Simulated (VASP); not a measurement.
Write the native input for VASP 6.6.1 that does the following.

* Task: single point
* Functional: PBE
* Potentials or basis: VASP PAW PBE potentials, release 64 (Fe, O)
* Cutoff: 600 eV
* k mesh: 4 × 4 × 4
* Occupations: fermi-dirac, width 0.05 eV
* Spin: collinear spin, ferromagnetic start
* Starting moments: [3.0, 3.0, 3.0, 3.0, 0.0, 0.0, 0.0, 0.0, 0.0, 0.0] μB
* Dipole correction: no
* Further INCAR settings: ALGO = Normal; EDIFF = 1e-06; NBANDS = 49

The structure of Fe2O3 lies in POSCAR:

```
Fe2O3
1.0
    2.5190000000      1.4543453281      4.5906666667
   -2.5190000000      1.4543453281      4.5906666667
    0.0000000000     -2.9086906562      4.5906666667
Fe O
4 6
Direct
    0.3553000000      0.3553000000      0.3553000000
    0.1447000000      0.1447000000      0.1447000000
    0.6447000000      0.6447000000      0.6447000000
    0.8553000000      0.8553000000      0.8553000000
    0.5559000000      0.2500000000      0.9441000000
    0.2500000000      0.9441000000      0.5559000000
    0.9441000000      0.5559000000      0.2500000000
    0.4441000000      0.7500000000      0.0559000000
    0.7500000000      0.0559000000      0.4441000000
    0.0559000000      0.4441000000      0.7500000000
```

One way to write it, as run:

INCAR

```
SYSTEM = Fe2O3
PREC = Accurate ; ENCUT = 600
EDIFF = 1E-6 ; ISMEAR = -1
SIGMA = 0.05 ; LREAL = .False.
LASPH = .True. ; NELM = 200
ALGO = Normal ; ISIF = 2
LWAVE = .False. ; LCHARG = .False.
ISPIN = 2 ; MAGMOM = 3 3 3 3 0 0 0 0 0 0
LORBIT = 11 ; LMAXMIX = 4
GGA = PE ; NBANDS = 49
GGA_COMPAT = .False.
```

KPOINTS

```
Automatic mesh
0
Gamma
  4 4 4
  0 0 0
```

Potentials or basis: VASP PAW PBE potentials, release 64 (Fe, O).

The run is started by

```console
$ cat potpaw_PBE.64/Fe/POTCAR potpaw_PBE.64/O/POTCAR > POTCAR
$ mpirun -np 1 vasp_std > vasp.out
```

It gave:

```
Pressure                                              : -5.1 GPa
Largest force                                         : 0.923 eV/Å
Net moment                                            : 13.53 μB per cell
Site moments                                          : Fe +3.08; O +0.14 μB
Valence electrons inside the program's atomic spheres : Fe 6.88; O 4.97
```

Caveat: the k points lie up to 0.38 Å⁻¹ apart; the run started ferromagnetic, and an antiferromagnetic order may lie lower in energy.

Wall time 7.6 min on 1 thread of Oxide Virtual Turin-like Processor, on a shared host, peak memory 0.41 GiB.
